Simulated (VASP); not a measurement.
Write the native input for VASP 6.6.1 that does the following.

- Task: single point
- Functional: PBE
- Potentials or basis: VASP PAW PBE potentials, release 64 (C, Cl, H)
- Cutoff: 520 eV
- k mesh: 1 × 1 × 1
- Occupations: fermi-dirac, width 0.05 eV
- Spin: no spin polarisation
- Dipole correction: no
- Further INCAR settings: LREAL = Auto; ALGO = Normal; EDIFF = 1e-06; NBANDS = 82

The structure of H3CCl lies in POSCAR:

```
H3CCl
1.0
    8.7171280000      0.0000000000      0.0000000000
    0.0000000000      8.7171280000      0.0000000000
    0.0000000000      0.0000000000      8.7171280000
C Cl H
8 8 24
Direct
    0.1979436346      0.6759680482      0.0545592539
    0.7174610720      0.6046142720      0.3103430396
    0.6131721365      0.9958899307      0.5031588386
    0.9932170320      0.0634268534      0.8694033172
    0.5136209999      0.2856215946      0.8311567755
    0.3030126436      0.4679293455      0.4290403904
    0.2227912679      0.8900408483      0.4270672634
    0.7815303389      0.6986934229      0.8133527465
    0.1676240156      0.6116349330     -0.1402870303
    0.8143507816      0.5148943551      0.4608627979
    0.7915221619      1.0691135888      0.4497582231
    0.8650670267      0.0378565050      1.0250853263
    0.5510759966      0.3578357459      1.0197165856
    0.1749085249      0.3334813943      0.5171772171
    0.0327286694      0.7800160787      0.4565379790
    0.5743175963      0.7088229059      0.8095670960
    0.1410900471      0.7893425449      0.0723288679
    0.1187317658      0.5912497786      0.1172404489
    0.3221244428      0.6942653590      0.0864619632
    0.7236787162      0.7144554950      0.3573998225
    0.7715958742      0.6043160087      0.1957869610
    0.5904582335      0.5760154032      0.3261739417
    0.6075739624      0.8843738442      0.5671592754
    0.5490110963      1.0870667495      0.5792045270
    0.5350156611      0.9789921635      0.4055693572
    1.0574927889      0.1686449941      0.8911880151
    1.0899461382     -0.0107145381      0.8628644664
    0.9278858817      0.0571633226      0.7474480127
    0.5155482402      0.3845647328      0.7616728813
    0.6030885402      0.1928387423      0.7998391213
    0.3922507505      0.2384156800      0.8503144614
    0.2669686622      0.5478868728      0.5181867239
    0.4249450048      0.4417509987      0.4213773160
    0.2642728201      0.5036980070      0.3075554242
    0.2698136359      0.8307782104      0.3251759066
    0.1912327088      1.0185120604      0.4112248897
    0.3225488945      0.8706307857      0.5148255251
    0.8222547610      0.6886098265      0.6985557629
    0.8276923317      0.7965008659      0.8727071577
    0.8327972240      0.5970659144      0.8761945448
```

The input as run:

INCAR

```
SYSTEM = H3CCl
ALGO = Normal ; EDIFF = 1E-6
ENCUT = 520 ; GGA = PE
ISIF = 2 ; ISMEAR = -1
LASPH = .True. ; LCHARG = .False.
LREAL = Auto ; LWAVE = .False.
NBANDS = 82 ; NELM = 80
PREC = Accurate ; SIGMA = 0.05
```

KPOINTS

```
k-points
0
Gamma
  1 1 1
  0 0 0
```

Potentials or basis: VASP PAW PBE potentials, release 64 (C, Cl, H).

Launch:

```sh
$ cat potpaw_PBE.64/C/POTCAR potpaw_PBE.64/Cl/POTCAR potpaw_PBE.64/H/POTCAR > POTCAR
$ mpirun -np 1 vasp_gam > vasp.out
```

Results of the run:

The pressure is -0.9 GPa. The largest force is 3.000 eV/Å and the band gap on the k mesh is 4.62 eV.

Caveat: the k points lie up to 0.72 Å⁻¹ apart.

Wall time 110 s on 1 thread of Intel(R) Xeon(R) Platinum 8488C (Sapphire Rapids) (shared host), peak memory 0.66 GiB.
